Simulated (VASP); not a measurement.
Input of a VASP 6.6.1 run:

File INCAR:

```
  PREC = Accurate
  ENCUT = 520
  EDIFF = 1E-6
  ISMEAR = -1
  SIGMA = 0.1
  LREAL = False
  LASPH = True
  NELM = 80
  ALGO = Normal
  ISIF = 2
  LWAVE = False
  LCHARG = False
  GGA = PS
  NBANDS = 20
```

KPOINTS

```
regular mesh
0
Gamma
  10 10 4
```

File POSCAR:

```
Te
1.0
    3.9101867881      0.0000000000      0.0000000000
   -1.9550933940      3.3863210921      0.0000000000
    0.0000000000      0.0000000000      8.3337854388
Te
4
Direct
    1.0000000000      0.0000000000      0.0000000000
    1.0000000000      0.0000000000      0.5000000000
    0.3333333333      0.6666666667      0.2500000000
    0.6666666667      0.3333333333      0.7500000000
```

Potentials or basis: VASP PAW PBE potentials, release 64 (Te).

Command:

```console
$ cat potpaw_PBE.64/Te/POTCAR > POTCAR
$ mpirun -np 1 vasp_std > vasp.out
```

Problem. Estimate the pressure.

Solution. 6.0 GPa.

Problem. What does it give for the band gap on the k mesh?

Solution. Zero (bands 12 and 13 overlap by 2.49 eV).

Stress tensor (GPa, compression positive):
```
5.09 0.00 0.00
0.00 5.09 0.00
0.00 0.00 7.84
```

Caveat: the cell stands under pressure; the PAW data sets were made with another functional, which shifts forces and pressure a little; spin-orbit coupling is left out, which moves the levels of the heavy elements.
